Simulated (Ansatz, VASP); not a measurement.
**Two plane-wave programs on PbO2**

```
Pb O
1.0
     5.04491    0.00000    0.00000
     0.00000    5.04491    0.00000
     0.00000    0.00000    3.40900
Pb O
2 4
Direct
  0.50000 0.50000 0.50000
  0.00000 0.00000 0.00000
  0.69257 0.69257 0.00000
  0.80743 0.19257 0.50000
  0.19257 0.80743 0.50000
  0.30743 0.30743 0.00000
```

Alike in both runs: functional PBE; k mesh 5 × 5 × 7; occupations fermi-dirac, width 0.05 eV; no spin polarisation.

```csv
,VASP,Ansatz
version,VASP 6.6.1,Ansatz 0.2.0
potentials or method,"VASP PAW PBE potentials, release 64 (Pb_d, O)",Ansatz PAW
plane-wave cutoff (eV),520,420
valence electrons in the cell,52,52
task,single point,band structure
```

Ansatz gave:

| Item | Value |
| --- | --- |
| pressure (GPa) | 3.1 |
| traceless stress, the component that is largest in VASP (GPa) | 0.82 |
| rms of the force components (eV/Å) | 0.001 |

Question: Which values does VASP return?

Answer: Pressure (GPa): 3.3; traceless stress, the component that is largest in VASP (GPa): 0.94; rms of the force components (eV/Å): 0.006.

Atom by atom the forces differ by 0.005 eV/Å (rms over components). The functional is the same, so the differences come from potentials, cutoffs and numerics.

Spin-orbit coupling is off throughout.
